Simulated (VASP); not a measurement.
**RbBr: electric field gradients with PBE**

Crystal: RbBr.

```
Rb Br
1.0
     0.00000    3.38118    3.38118
     3.38118    0.00000    3.38118
     3.38118    3.38118    0.00000
Rb Br
1 1
Cartesian
  0.0000 0.0000 0.0000
  3.3812 3.3812 3.3812
```

This cell differs from its parent crystal: volume scaled by 0.96.

| Item | Value |
| --- | --- |
| Program | VASP 6.6.1 |
| Task | electric field gradients |
| Functional | PBE |
| Potentials or basis | VASP PAW PBE potentials, release 64 (Rb_sv, Br) |
| Cutoff | 520 eV |
| k mesh | 7 × 7 × 7 |
| Occupations | fermi-dirac, width 0.03 eV |
| Spin | no spin polarisation |
| Dipole correction | no |
| Further INCAR settings | ALGO = Normal; EDIFF = 1e-08; NBANDS = 15 |

```
Pressure               : 1.8 GPa
Band gap on the k mesh : 4.47 eV, direct
```

Levels at points of the mesh, in eV from the valence-band top:
```csv
k point,band 6,band 7,band 8,band 9,band 10,band 11
"(0.00, 0.00, 0.00)",0.00,0.00,0.00,4.47,7.29,7.29
```

Wall time 14 s on 1 thread of Intel(R) Xeon(R) Platinum 8488C (Sapphire Rapids), with other jobs on the host, peak memory 0.21 GiB.

Caveat: without QUAD_EFG the Cq values of the log hold for a quadrupole moment of 1 mb, not for the nuclei.
